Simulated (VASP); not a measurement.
# CoSn2 (I4/mcm) in VASP: single point with LDA

Aim: the single point of CoSn2 with LDA.

Everything below comes from runs of VASP 6.6.1. Logs are shortened: lines on timing, memory, paths and dates and some standing lists are left out, and cuts for length are marked.

### Step 1. The cell of the first run

Symmetry: I4/mcm, No. 140, tetragonal system. The conventional cell has a = 6.365 Å, b = 6.365 Å, c = 5.457 Å, α = 90.00°, β = 90.00°, γ = 90.00°. Within 3.6 Å of Co (site symmetry 422) lie 2 Co at 2.73 Å and 8 Sn at 2.76 Å. Sn (site symmetry m2m) has 4 Co at 2.76 Å and 11 Sn at 2.84 to 3.39 Å within 3.6 Å.

### Step 2. Single point, LDA, collinear spin, antiferromagnetic start

File INCAR:

```
SYSTEM = CoSn2
PREC = Accurate ; ENCUT = 520
EDIFF = 1E-6 ; ISMEAR = 0
SIGMA = 0.1 ; LREAL = .FALSE.
LASPH = .TRUE. ; NELM = 150
ALGO = Fast ; ISIF = 2
LWAVE = .FALSE. ; LCHARG = .FALSE.
ISPIN = 2 ; MAGMOM = 1.11 -1.12 0 0 0 0
LORBIT = 11 ; LMAXMIX = 4
GGA = CA ; NBANDS = 50
```

File KPOINTS:

```
Automatic mesh
0
G
  8 8 8
  0 0 0
```

File POSCAR:

```
CoSn2
1.0
   -3.1825000000      3.1825000000      2.7285000000
    3.1825000000     -3.1825000000      2.7285000000
    3.1825000000      3.1825000000     -2.7285000000
Co Sn
2 4
Direct
    0.2500000000      0.2500000000      0.0000000000
    0.7500000000      0.7500000000      0.0000000000
    0.6580000000      0.1580000000      0.8160000000
    0.1580000000      0.3420000000      0.5000000000
    0.3420000000      0.8420000000      0.1840000000
    0.8420000000      0.6580000000      0.5000000000
```

Potentials or basis: VASP PAW LDA potentials, release 64 (Co, Sn_d).

Command:

```bash
> cat potpaw_LDA.64/Co/POTCAR potpaw_LDA.64/Sn_d/POTCAR > POTCAR
> mpirun -np 1 vasp_std > vasp.out
```

OUTCAR:

```text
SYSTEM = CoSn2
   PREC = Accurate
   ENCUT = 520
   EDIFF = 1E-6
   ISMEAR = 0
   LREAL = .FALSE.
   LASPH = .TRUE.
   NELM = 150
   ISIF = 2
   ISPIN = 2
   LORBIT = 11
   GGA = CA

 ion  position               nearest neighbor table
   1  0.250  0.250  0.000-   2 2.73   2 2.73   6 2.76   3 2.76   4 2.76   5 2.76   4 2.76   6 2.76
                             3 2.76   5 2.76
   2  0.750  0.750  0.000-   1 2.73   1 2.73   5 2.76   3 2.76   5 2.76   6 2.76   6 2.76   3 2.76
                             4 2.76   4 2.76
   3  0.658  0.158  0.816-   1 2.76   2 2.76   1 2.76   2 2.76   5 2.84   5 3.19   5 3.19   6 3.39
                             4 3.39   4 3.39   6 3.39   6 3.39   4 3.39   4 3.39   6 3.39
   4  0.158  0.342  0.500-   2 2.76   1 2.76   1 2.76   2 2.76   6 2.84   6 3.19   6 3.19   5 3.39
                             3 3.39   3 3.39   5 3.39   5 3.39   5 3.39   3 3.39   3 3.39
   5  0.342  0.842  0.184-   1 2.76   2 2.76   1 2.76   2 2.76   3 2.84   3 3.19   3 3.19   6 3.39
                             4 3.39   6 3.39   4 3.39   4 3.39   6 3.39   6 3.39   4 3.39
   6  0.842  0.658  0.500-   1 2.76   2 2.76   2 2.76   1 2.76   4 2.84   4 3.19   4 3.19   5 3.39
                             3 3.39   3 3.39   5 3.39   5 3.39   5 3.39   3 3.39   3 3.39

  LATTYP: Found a body centered tetragonal cell.
 ALAT       =     6.3650000000
 C/A-ratio  =     0.8573448547

  Lattice vectors:

 A1 = (  -3.1825000000,   3.1825000000,   2.7285000000)
 A2 = (   3.1825000000,  -3.1825000000,   2.7285000000)
 A3 = (   3.1825000000,   3.1825000000,  -2.7285000000)

Analysis of symmetry for initial positions (statically):
=====================================================================
 Subroutine PRICEL returns:
 Original cell was already a primitive cell.

 Routine SETGRP: Setting up the symmetry group for a
 body centered tetragonal supercell.

 Subroutine GETGRP returns: Found 16 space group operations
 (whereof  8 operations were pure point group operations)
 out of a pool of 16 trial point group operations.

The static configuration has the point symmetry C_4h.
 The point group associated with its full space group is D_4h.

Analysis of symmetry for dynamics (positions and initial velocities):
=====================================================================
 Subroutine PRICEL returns:
 Original cell was already a primitive cell.

 Routine SETGRP: Setting up the symmetry group for a
 body centered tetragonal supercell.

 Subroutine GETGRP returns: Found 16 space group operations
 (whereof  8 operations were pure point group operations)
 out of a pool of 16 trial point group operations.

The dynamic configuration has the point symmetry C_4h.
 The point group associated with its full space group is D_4h.

Analysis of structural, dynamic, and magnetic symmetry:
=====================================================================
 Subroutine PRICEL returns:
 Original cell was already a primitive cell.

 Routine SETGRP: Setting up the symmetry group for a
 body centered tetragonal supercell.

 Subroutine GETGRP returns: Found  8 space group operations
 (whereof  4 operations were pure point group operations)
 out of a pool of 16 trial point group operations.

The overall configuration has the point symmetry D_4h.
 The point group associated with its full space group is D_4 .

 Subroutine INISYM returns: Found  8 space group operations
 (whereof  4 operations are pure point group operations),
 and found     1 'primitive' translations

----------------------------------------------------------------------------------------

                                     Primitive cell

  volume of cell :     110.5403

  direct lattice vectors                    reciprocal lattice vectors
    -3.182500000  3.182500000  2.728500000     0.000000000  0.157109191  0.183250870
     3.182500000 -3.182500000  2.728500000     0.157109191  0.000000000  0.183250870
     3.182500000  3.182500000 -2.728500000     0.157109191  0.157109191  0.000000000

  length of vectors
     5.263204798  5.263204798  5.263204798     0.241379741  0.241379741  0.222185949

  position of ions in fractional coordinates (direct lattice)
     0.250000000  0.250000000  0.000000000
     0.750000000  0.750000000  0.000000000
     0.658000000  0.158000000  0.816000000
     0.158000000  0.342000000  0.500000000
[... 43 lines left out ...]
  0.375000 -0.000000  0.000000      8.000000
  0.500000  0.000000  0.000000      4.000000
  0.125000  0.125000  0.000000      8.000000
[... 16 lines left out ...]
  0.250000  0.125000  0.125000     16.000000
  0.375000  0.125000  0.125000      8.000000
 [... further k-points ...]
   k-points           NKPTS =     59   k-points in BZ     NKDIM =     59   number of bands    NBANDS=     50
   number of dos      NEDOS =    301   number of ions     NIONS =      6
   total plane-waves  NPLWV =  64000
   dimension x,y,z NGX =    40 NGY =   40 NGZ =   40
   dimension x,y,z NGXF=    80 NGYF=   80 NGZF=   80
   ions per type =               2   4
   NGX,Y,Z   is equivalent  to a cutoff of  12.63, 12.63, 12.63 a.u.
   NGXF,Y,Z  is equivalent  to a cutoff of  25.27, 25.27, 25.27 a.u.
 SYSTEM =  CoSn2
   PREC   = accura    normal or accurate (medium, high low for compatibility)
   ISTART =      0    job   : 0-new  1-cont  2-samecut
   ICHARG =      2    charge: 1-file 2-atom 10-const
   ISPIN  =      2    spin polarized calculation?
   LNONCOLLINEAR =      F non collinear calculations
   LSORBIT =      F    spin-orbit coupling
   LASPH  =      T    aspherical Exc in radial PAW
   ENCUT  =  520.0 eV  38.22 Ry    6.18 a.u.   9.79  9.79  9.79*2*pi/ulx,y,z
   NELM   =    150;   NELMIN=  2; NELMDL= -5     # of ELM steps
   EDIFF  = 0.1E-05   stopping-criterion for ELM
   LREAL  =      F    real-space projection
[... 7 lines left out ...]
   TEBEG  =    0.0;   TEEND  =   0.0 temperature during run
   PSTRESS=    0.0 pullay stress
   NELECT =      74.0000    total number of electrons
   NUPDOWN=      -1.0000    fix difference up-down
   EMIN   =  10.00;   EMAX   =-10.00  energy-range for DOS
   EFERMI =   0.00;   METHOD = LEGACY
   ISMEAR =     0;   SIGMA  =   0.10  broadening in eV -4-tet -1-fermi 0-gaus
   EFERMI_NEDOS =   21; number of points for ismear=-14 and -15
   IALGO  =     68    algorithm
   IMIX   =      4    mixing-type and parameters
     AMIX     =   0.40;   BMIX     =  1.00
     AMIX_MAG =   1.60;   BMIX_MAG =  1.00
  volume/ion in A,a.u.               =      18.42       124.33
  Fermi-wavevector in a.u.,A,eV,Ry     =   1.432117  2.706309 27.904990  2.050959
  Thomas-Fermi vector in A             =   2.551779
   LORBIT       =     11    0 simple, 1 ext, 2 COOP (PROOUT), +10 PAW based schemes
   GGA     = CA    functional components
   LHFCALC =     F    Hartree Fock is set to
   AEXX    =    0.0000 exact exchange contribution
   IVDW    =     0    specifies the selected vdW correction
   LEPSILON=     F    determine dielectric tensor
   LRPA    =     F    only Hartree local field effects (RPA)
 spin polarized calculation
 RMM-DIIS sequential band-by-band and
 Gauss-broadening in eV      SIGMA  =   0.10
  energy-cutoff  :      520.00
  volume of cell :      110.54
 maximum number of plane-waves:      3023
   NGX = 19   NGY = 19   NGZ = 19

 number of electron      74.0000012 magnetization       0.0002911

 number of electron      74.0000012 magnetization      -0.0001641

 Free energy of the ion-electron system (eV)
  ---------------------------------------------------
  ext. energy  EPLUGINS =         0.00000000
  ---------------------------------------------------
  free energy    TOTEN  =       -34.85056606 eV

  energy without entropy =      -34.83282987  energy(sigma->0) =      -34.84169797

 E-fermi :  10.1921     XC(G=0): -12.0259

 val. band max:       10.1902677909   @ k =  -0.2500   0.2500   0.2500
 cond. band min:      10.1923190468   @ k =  -0.2500   0.3750   0.2500
 fundamental gap:      0.0020512559
 Fermi energy:        10.1920967574

 spin component 1

 k-point     1 :       0.0000    0.0000    0.0000
  band No.  band energies     occupation
      1     -11.3249      1.00000
      2     -11.2949      1.00000
      3     -11.2566      1.00000
      4     -11.2306      1.00000
      5     -11.2306      1.00000
      6     -11.2287      1.00000
[... 1237 lines left out ...]
     48      15.9358      0.00000
     49      19.0036      0.00000

 [... further k-points ...]

 spin component 2

 k-point     1 :       0.0000    0.0000    0.0000
  band No.  band energies     occupation
      1     -11.3249      1.00000
      2     -11.2949      1.00000
      3     -11.2566      1.00000
      4     -11.2306      1.00000
      5     -11.2306      1.00000
      6     -11.2287      1.00000
[... 1237 lines left out ...]
     48      15.9358      0.00000
     49      19.0035      0.00000

 [... further k-points ...]

 [bands above 49 left out]

------------------------ aborting loop because EDIFF is reached ----------------------------------------

  FORCE on cell =-STRESS in cart. coord.  units (eV):
  Direction    XX          YY          ZZ          XY          YZ          ZX
  --------------------------------------------------------------------------------------
  -------------------------------------------------------------------------------------
  Total       -4.8515383     -4.8515383     -4.9613330      0.0000000      0.0000000      0.0000000
  in kB      -70.3184477    -70.3184477    -71.9098179      0.0000000      0.0000000      0.0000000
  external PRESSURE =     -70.8489044 kB  Pullay stress =       0.0000000 kB

 VOLUME and BASIS-vectors are now :
 -----------------------------------------------------------------------------
  energy-cutoff  :      520.00
  volume of cell :      110.54
      direct lattice vectors                 reciprocal lattice vectors
    -3.182500000  3.182500000  2.728500000     0.000000000  0.157109191  0.183250870
     3.182500000 -3.182500000  2.728500000     0.157109191  0.000000000  0.183250870
     3.182500000  3.182500000 -2.728500000     0.157109191  0.157109191  0.000000000

 POSITION                                       TOTAL-FORCE (eV/Angst)
 -----------------------------------------------------------------------------------
      0.00000      0.00000      1.36425        -0.000000      0.000000      0.000000
      0.00000      0.00000      4.09275        -0.000000      0.000000      0.000000
      1.00567      4.18817      0.00000         0.629802      0.629802     -0.000000
      2.17683      1.00567      0.00000        -0.629802      0.629802      0.000000
      2.17683     -1.00567      2.72850        -0.629802     -0.629802      0.000000
      1.00567      2.17683      2.72850         0.629802     -0.629802      0.000000
 -----------------------------------------------------------------------------------
    total drift:                                0.000000     -0.000000     -0.000000

  FREE ENERGIE OF THE ION-ELECTRON SYSTEM (eV)
  ---------------------------------------------------
  free  energy   TOTEN  =       -34.8505660624 eV

  energy  without entropy=      -34.8328298737  energy(sigma->0) =      -34.84169797

 total charge

# of ion       s       p       d       tot
------------------------------------------
    1        0.365   0.372   7.462   8.199
    2        0.365   0.372   7.462   8.199
    3        1.189   1.121  10.029  12.339
    4        1.189   1.121  10.029  12.339
    5        1.189   1.121  10.029  12.339
    6        1.189   1.121  10.029  12.339
--------------------------------------------------
tot          5.484   5.231  55.038  65.753

 magnetization (x)

# of ion       s       p       d       tot
------------------------------------------
    1       -0.000  -0.000   0.000   0.000
    2       -0.000  -0.000  -0.000  -0.000
    3       -0.000   0.000   0.000  -0.000
    4       -0.000   0.000   0.000  -0.000
    5       -0.000   0.000   0.000  -0.000
    6       -0.000   0.000   0.000  -0.000
--------------------------------------------------
tot         -0.000   0.000  -0.000  -0.000
```

Wall time 26 min (1 thread of Oxide Virtual Turin-like, shared host); peak memory 0.5 GiB.

Results:

```yaml
Free_energy: -34.8506 eV
Pressure: -7.1 GPa
Largest_force: 0.891 eV/Å
Band_gap_on_the_k_mesh: zero (filled and empty bands overlap)
Net_moment: 0.00 μB per cell
Valence_electrons_inside_the_program's_atomic_spheres: Co 8.20; Sn 12.34
```

Forces in eV/Å, atoms in the order of the input:
```
Co   0.000  0.000  0.000
Co   0.000  0.000  0.000
Sn   0.630  0.630  0.000
Sn  -0.630  0.630  0.000
Sn  -0.630 -0.630  0.000
Sn   0.630 -0.630  0.000
```

Levels at points of the mesh, in eV from the Fermi level:
Spin up:
```
           k point  band 35  band 36  band 37  band 38  band 39  band 40
(0.00, 0.00, 0.00)    -1.03    -0.94    -0.49    -0.49     0.40     0.43
(0.50, 0.00, 0.00)    -0.64    -0.64     0.27     0.27     1.78     1.78
(0.50, 0.50, 0.00)    -1.01    -0.59    -0.49     0.74     0.77     1.29
(0.50, 0.50, 0.50)    -0.58     0.27     0.30     1.23     2.56     2.56
```
Spin down:
| k point | band 34 | band 35 | band 36 | band 37 | band 38 | band 39 | band 40 | band 41 |
| --- | --- | --- | --- | --- | --- | --- | --- | --- |
| (0.00, 0.00, 0.00) | -1.48 | -1.03 | -0.94 | -0.49 | -0.49 | 0.40 | 0.43 | 0.45 |
| (0.50, 0.00, 0.00) | -1.00 | -0.64 | -0.64 | 0.27 | 0.27 | 1.78 | 1.78 | 3.09 |
| (0.50, 0.50, 0.00) | -1.20 | -1.01 | -0.59 | -0.49 | 0.74 | 0.77 | 1.29 | 2.61 |
| (0.50, 0.50, 0.50) | -0.58 | -0.58 | 0.26 | 0.30 | 1.23 | 2.56 | 2.56 | 2.85 |

Caveat: the cell stands under tension; spin-orbit coupling is left out, which moves the levels of the heavy elements.
